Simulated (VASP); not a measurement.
A run of VASP 6.6.1:

Contents of INCAR:

```
PREC = Accurate
ENCUT = 520
EDIFF = 1E-7
ISMEAR = -1
SIGMA = 0.05
LREAL = F
LASPH = T
NELM = 60
ALGO = Normal
ISIF = 2
LWAVE = F
LCHARG = F
GGA = PS
NBANDS = 18
```

File KPOINTS:

```
Automatic mesh
0
Gamma
  15 15 8
```

Contents of POSCAR:

```
Au
1.0
    2.6483991987      0.0000000000      0.0000000000
   -1.3241995993      2.2935809854      0.0000000000
    0.0000000000      0.0000000000      4.3752138505
Au
2
Direct
    0.3333333333      0.6666666667      0.2500000000
    0.6666666667      0.3333333333      0.7500000000
```

Potentials or basis: VASP PAW PBE potentials, release 64 (Au).

Launch:

```console
$ cat potpaw_PBE.64/Au/POTCAR > POTCAR
$ mpirun -np 1 vasp_std > vasp.out
```

Hardware: 1 thread of Intel Xeon 6975P-C (shared host).

**Question.** How long does it take, and how much memory?

**Answer.** Run time: 42 s on 1 thread of Intel Xeon 6975P-C (shared host), peak memory 0.18 GiB. Counts: scf iterations 12, k points 135.
